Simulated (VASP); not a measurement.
Crystal: C.

```
C
1.0
     0.00000    1.78012    1.70892
     1.78012    0.00000    1.70892
     1.78012    1.78012    0.00000
C
2
Cartesian
  0.0000 0.0000 0.0000
  0.8901 0.8901 0.8545
```

This cell differs from its parent crystal: uniaxial z strain -4.0%.

Base run:

| Item | Value |
| --- | --- |
| Program | VASP 6.6.1 |
| Functional | r2SCAN |
| Potentials or basis | VASP PAW PBE potentials, release 64 (C) |
| Cutoff | 520 eV |
| k mesh | 12 × 12 × 12 |
| Occupations | gaussian, width 0.01 eV |
| Spin | no spin polarisation |

Its results: band gap on the k mesh 3.35 eV, indirect (least direct gap 5.19 eV); pressure 21.2 GPa.

Question: The run is repeated on the same cell with these changes: functional from r2SCAN to PBE; occupations from gaussian, width 0.01 eV to fermi-dirac, width 0.02 eV. What comes out?

Answer: Band gap on the k mesh 3.21 eV, indirect (least direct gap 4.99 eV); pressure 24.8 GPa.

Caveats: the PAW data sets were made with another functional, which shifts forces and pressure a little (some runs).

A k mesh can miss the band edges.
